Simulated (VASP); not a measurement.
# MgO in VASP: further runs, part 2 of 2

VASP 6.6.1.

### Step 4. Single point, r2SCAN (uniaxial x strain +2.2%)

POSCAR

```
MgO
1.0
    0.0000000000      2.1021674166      2.1021674166
    2.1477844495      0.0000000000      2.1021674166
    2.1477844495      2.1021674166      0.0000000000
Mg O
1 1
Direct
    0.0000000000      0.0000000000      0.0000000000
    0.5000000000      0.5000000000      0.5000000000
```

INCAR.step1

```
SYSTEM = MgO
ALGO = Normal
EDIFF = 1E-5
ENCUT = 750
GGA = PE
GGA_COMPAT = .False.
ISMEAR = 0
LASPH = .True.
LCHARG = .False.
LREAL = .False.
LWAVE = .True.
NBANDS = 15
NELM = 120
PREC = Accurate
SIGMA = 0.01
```

INCAR.step2

```
SYSTEM = MgO
ALGO = Normal
EDIFF = 1E-6
ENCUT = 750
GGA_COMPAT = .False.
ISIF = 2
ISMEAR = 0
ISTART = 1
LASPH = .True.
LCHARG = .True.
LELF = .True.
LMIXTAU = .True.
LREAL = .False.
LVHAR = .True.
LWAVE = .False.
METAGGA = R2SCAN
NBANDS = 15
NELM = 120
PREC = Accurate
SIGMA = 0.01
```

KPOINTS

```
k-points
0
Gamma
  10 10 10
  0 0 0
```

Potentials or basis: VASP PAW PBE potentials, release 64 (Mg_sv, O).

Run with:

```console
$ cat potpaw_PBE.64/Mg_sv/POTCAR potpaw_PBE.64/O/POTCAR > POTCAR
$ cp INCAR.step1 INCAR
$ mpirun -np 1 vasp_std > vasp.out
$ cp INCAR.step2 INCAR
$ mpirun -np 1 vasp_std > vasp.out
```

OUTCAR:

```text
SYSTEM = MgO
   EDIFF = 1E-6
   ENCUT = 750
   ISIF = 2
   ISMEAR = 0
   ISTART = 1
   LASPH = .True.
   LREAL = .False.
   METAGGA = R2SCAN
   NELM = 120
   PREC = Accurate

 ion  position               nearest neighbor table
   1  0.000  0.000  0.000-   2 2.10   2 2.10   2 2.10   2 2.10
   2  0.500  0.500  0.500-   1 2.10   1 2.10   1 2.10   1 2.10

  LATTYP: Found a body centered tetragonal cell.
 ALAT       =     2.9729136709
 C/A-ratio  =     1.4449019966

  Lattice vectors:

 A1 = (   2.1477844495,   0.0000000000,   2.1021674166)
 A2 = (   2.1477844495,   0.0000000000,  -2.1021674166)
 A3 = (  -2.1477844495,   2.1021674166,   0.0000000000)

Analysis of symmetry for initial positions (statically):
=====================================================================
 Subroutine PRICEL returns:
 Original cell was already a primitive cell.

 Routine SETGRP: Setting up the symmetry group for a
 body centered tetragonal supercell.

 Subroutine GETGRP returns: Found 16 space group operations
 (whereof 16 operations were pure point group operations)
 out of a pool of 16 trial point group operations.

The static configuration has the point symmetry D_4h.

Analysis of symmetry for dynamics (positions and initial velocities):
=====================================================================
 Subroutine PRICEL returns:
 Original cell was already a primitive cell.

 Routine SETGRP: Setting up the symmetry group for a
 body centered tetragonal supercell.

 Subroutine GETGRP returns: Found 16 space group operations
 (whereof 16 operations were pure point group operations)
 out of a pool of 16 trial point group operations.

The dynamic configuration has the point symmetry D_4h.

 Subroutine INISYM returns: Found 16 space group operations
 (whereof 16 operations are pure point group operations),
 and found     1 'primitive' translations

----------------------------------------------------------------------------------------

                                     Primitive cell

[... 120 lines left out ...]
   LRPA    =     F    only Hartree local field effects (RPA)
 non-spin polarized calculation
 Gauss-broadening in eV      SIGMA  =   0.01
  energy-cutoff  :      750.00
  volume of cell :       18.98
 maximum number of plane-waves:       909
   NGX = 13   NGY = 13   NGZ = 13

 number of electron      15.9999993 magnetization

 Free energy of the ion-electron system (eV)
  ---------------------------------------------------
  ext. energy  EPLUGINS =         0.00000000
  ---------------------------------------------------
  free energy    TOTEN  =       -16.15770400 eV

  energy without entropy =      -16.15770400  energy(sigma->0) =      -16.15770400

 E-fermi :   2.5775     XC(G=0): -11.9516

 val. band max:        2.4245077536   @ k =   0.0000   0.0000   0.0000
 cond. band min:       7.8806540942   @ k =   0.0000   0.0000   0.0000
 fundamental gap:      5.4561463406
 Fermi energy:         2.5774683995

 k-point     1 :       0.0000    0.0000    0.0000
  band No.  band energies     occupation
      1     -72.6329      2.00000
      2     -37.7354      2.00000
      3     -37.7210      2.00000
      4     -37.7210      2.00000
      5     -15.7124      2.00000
      6       2.3799      2.00000
      7       2.3799      2.00000
      8       2.4245      2.00000
      9       7.8807      0.00000
     10      19.0160      0.00000
     11      19.2432      0.00000
     12      19.2432      0.00000
     13      23.2280      0.00000
     14      24.6893      0.00000
[... 401 lines left out ...]
      2     -37.7772      2.00000
      3     -37.7544      2.00000
      4     -37.7437      2.00000
      5     -14.5248      2.00000
      6      -1.1073      2.00000
      7       1.0788      2.00000
      8       1.3062      2.00000
      9      12.8574      0.00000
     10      13.4368      0.00000
     11      17.1759      0.00000
     12      21.5713      0.00000
     13      21.9580      0.00000
     14      28.4337      0.00000
     15      30.7508      0.00000

 [... further k-points ...]

------------------------ aborting loop because EDIFF is reached ----------------------------------------

  FORCE on cell =-STRESS in cart. coord.  units (eV):
  Direction    XX          YY          ZZ          XY          YZ          ZX
  --------------------------------------------------------------------------------------
  -------------------------------------------------------------------------------------
  Total       -0.6945540     -0.2302804     -0.2302804      0.0000000      0.0000000      0.0000000
  in kB      -58.6220889    -19.4362437    -19.4362437      0.0000000      0.0000000      0.0000000
  external PRESSURE =     -32.4981921 kB  Pullay stress =       0.0000000 kB

 VOLUME and BASIS-vectors are now :
 -----------------------------------------------------------------------------
  energy-cutoff  :      750.00
  volume of cell :       18.98
      direct lattice vectors                 reciprocal lattice vectors
     0.000000000  2.102167417  2.102167417    -0.232798035  0.237849753  0.237849753
     2.147784450  0.000000000  2.102167417     0.232798035 -0.237849753  0.237849753
     2.147784450  2.102167417  0.000000000     0.232798035  0.237849753 -0.237849753

 POSITION                                       TOTAL-FORCE (eV/Angst)
 -----------------------------------------------------------------------------------
      0.00000      0.00000      0.00000        -0.000000     -0.000000      0.000000
      2.14778      2.10217      2.10217         0.000000      0.000000     -0.000000
 -----------------------------------------------------------------------------------
    total drift:                                0.000000      0.000000      0.000000

  FREE ENERGIE OF THE ION-ELECTRON SYSTEM (eV)
  ---------------------------------------------------
  free  energy   TOTEN  =       -16.1577040049 eV

  energy  without entropy=      -16.1577040049  energy(sigma->0) =      -16.15770400
```

OUTCAR.step1:

```text
SYSTEM = MgO
   EDIFF = 1E-5
   ENCUT = 750
   GGA = PE
   ISMEAR = 0
   LASPH = .True.
   LREAL = .False.
[... 653 lines left out ...]
      0.00000      0.00000      0.00000         0.000000      0.000000     -0.000000
      2.14778      2.10217      2.10217         0.000000     -0.000000      0.000000
 -----------------------------------------------------------------------------------
    total drift:                                0.000000      0.000000      0.000000

  FREE ENERGIE OF THE ION-ELECTRON SYSTEM (eV)
  ---------------------------------------------------
  free  energy   TOTEN  =       -11.8820050736 eV

  energy  without entropy=      -11.8820050736  energy(sigma->0) =      -11.88200507
```

OSZICAR.step1:

```text
N       E                     dE             d eps       ncg     rms          rms(c)
DAV:   1     0.148809535536E+03    0.14881E+03   -0.12725E+04  3060   0.162E+03
DAV:   2    -0.818650956550E+01   -0.15700E+03   -0.14936E+03  3676   0.415E+02
DAV:   3    -0.133968485916E+02   -0.52103E+01   -0.51871E+01  3948   0.737E+01
DAV:   4    -0.134807941114E+02   -0.83946E-01   -0.83938E-01  3522   0.916E+00
DAV:   5    -0.134823901413E+02   -0.15960E-02   -0.15960E-02  3949   0.105E+00    0.859E+00
DAV:   6    -0.119041051393E+02    0.15783E+01   -0.26085E+00  3305   0.148E+01    0.283E+00
DAV:   7    -0.118924505202E+02    0.11655E-01   -0.14120E-01  3606   0.339E+00    0.173E+00
DAV:   8    -0.118831022246E+02    0.93483E-02   -0.39516E-02  3739   0.223E+00    0.350E-01
DAV:   9    -0.118818110233E+02    0.12912E-02   -0.38399E-03  3515   0.567E-01    0.990E-02
DAV:  10    -0.118820174219E+02   -0.20640E-03   -0.28731E-04  3711   0.179E-01    0.494E-02
DAV:  11    -0.118820049980E+02    0.12424E-04   -0.27061E-05  3830   0.510E-02    0.608E-03
DAV:  12    -0.118820050736E+02   -0.75569E-07   -0.56321E-07  1810   0.102E-02
   1 F= -.11882005E+02 E0= -.11882005E+02  d E =-.265712E-45
```

Run time: 2.8 min. Hardware: 1 thread of Intel Xeon Platinum 8259CL at 2.50GHz (Skylake/Cascade Lake), shared host; peak memory 0.19 GiB.

Results:

```yaml
Free_energy: -16.1577 eV
Pressure: -3.2 GPa
Band_gap_on_the_k_mesh: 5.46 eV
```

Caveat: the cell differs from its parent crystal (uniaxial x strain +2.2%); the cell stands under tension; the PAW data sets were made with another functional, which shifts forces and pressure a little.

### Step 5. Overview

| cell | gap on the mesh (eV) | pressure (GPa) |
| --- | --- | --- |
| a = 3.063 Å, angles 58.1°, 2 atoms | 5.12 | -6.8 |
| a = 2.958 Å, angles 56.9°, 2 atoms | 6.32 | 17.7 |
| a = 2.973, b = 3.005, c = 3.005 Å, angles 59.3, 60.4, 60.4°, 2 atoms | 5.46 | -3.2 |

Alike in all rows: task single point; level r2SCAN; potentials or basis VASP PAW PBE potentials, release 64 (Mg_sv, O); no spin polarisation; k mesh 10 × 10 × 10; cutoff (eV) 750; smearing gaussian 0.01 eV.

Caveats: the PAW data sets were made with another functional, which shifts forces and pressure a little; the cell stands under tension (at least some runs); the cell stands under pressure (at least some runs).

Absolute energies hang on the potentials; compare differences alone.
